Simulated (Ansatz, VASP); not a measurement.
**MgO in VASP and in Ansatz**

```xyz
2
Lattice="0.0000 2.1285 2.1285 2.1285 0.0000 2.1285 2.1285 2.1285 0.0000" Properties=species:S:1:pos:R:3 pbc="T T T"
Mg    0.0000    0.0000    0.0000
O     2.1285    2.1285    2.1285
```

Alike in both runs: task single point; functional PBE; k mesh 5 × 5 × 5; occupations fermi-dirac, width 0.05 eV; no spin polarisation.

```csv
,VASP,Ansatz
version,VASP 6.6.1,Ansatz 0.2.0
potentials or method,"VASP PAW PBE potentials, release 64 (Mg, O), cutoff 600 eV","PAW, plane waves, scalar-relativistic"
valence electrons in the cell,8,16
```

```tsv
	VASP	Ansatz	Ansatz less VASP
pressure (GPa)	-1.4	-0.3	+1.04
```

The functional is the same, so the differences come from potentials, cutoffs and numerics. VASP's potentials hold 8 valence electrons a cell and Ansatz's 16, so a difference there can come from the potentials and not from the codes.

The k mesh is coarse, so the values compare programs but aren't converged.
